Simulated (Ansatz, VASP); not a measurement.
Two plane-wave programs on Cd

File INCAR:

```
SYSTEM = Cd
PREC     = Accurate       ! precision mode
ENCUT    = 520            ! plane-wave cutoff, eV
EDIFF    = 1E-6           ! SCF threshold, eV
ISMEAR   = 0              ! smearing method
SIGMA    = 0.1            ! smearing width, eV
LREAL    = .FALSE.        ! projectors in reciprocal space
LASPH    = .TRUE.         ! aspherical terms in the spheres
NELM     = 60             ! most SCF steps
ALGO     = Normal         ! electronic algorithm
ISIF     = 2              ! what is computed and relaxed
LWAVE    = .FALSE.        ! write WAVECAR
LCHARG   = .FALSE.        ! write CHGCAR
GGA      = PE             ! functional
NBANDS   = 12             ! bands
```

KPOINTS

```
Automatic mesh
0
G
  16 16 16
  0 0 0
```

The input POSCAR:

```
Cd
1.0
    0.0000000000      2.2642429018      2.2642429018
    2.2642429018      0.0000000000      2.2642429018
    2.2642429018      2.2642429018      0.0000000000
Cd
1
Direct
    0.0000000000      0.0000000000      0.0000000000
```

Input for Ansatz:

```yaml
crystal:
  lattice:
    - [0.0, 2.2642429018, 2.2642429018]
    - [2.2642429018, 0.0, 2.2642429018]
    - [2.2642429018, 2.2642429018, 0.0]
  atoms:
    - { symbol: Cd, position: [0.0, 0.0, 0.0] }
basis:
  ecutwfc: 420
kpoints:
  mp_grid: { grid: [16, 16, 16] }
hamiltonian:
  xc: pbe
scf:
  occupations: { method: gaussian, width: 0.1 }
output:
  forces: true
  stress: true
  eigenvalues: true
```

Alike in both runs: task single point; functional PBE; k mesh 16 × 16 × 16; occupations gaussian, width 0.1 eV; no spin polarisation.

```csv
,VASP,Ansatz
version,VASP 6.6.1,Ansatz 0.2.0
potentials or method,"VASP PAW PBE potentials, release 64 (Cd), cutoff 520 eV","scalar-relativistic, plane waves, PAW"
valence electrons in the cell,12,20
```

Ansatz gave:

```
gap on the k mesh at the Fermi level (eV) : none
pressure (GPa)                            : -0.5
```

Problem. Estimate VASP's values.

Solution. gap on the k mesh at the Fermi level (eV): none; pressure (GPa): -0.3.

A gap of «none» marks a metal or a gap that the smearing closes. The functional is the same, so the differences come from potentials, cutoffs and numerics. VASP's potentials hold 12 valence electrons a cell and Ansatz's 20, so a difference there can come from the potentials and not from the codes.
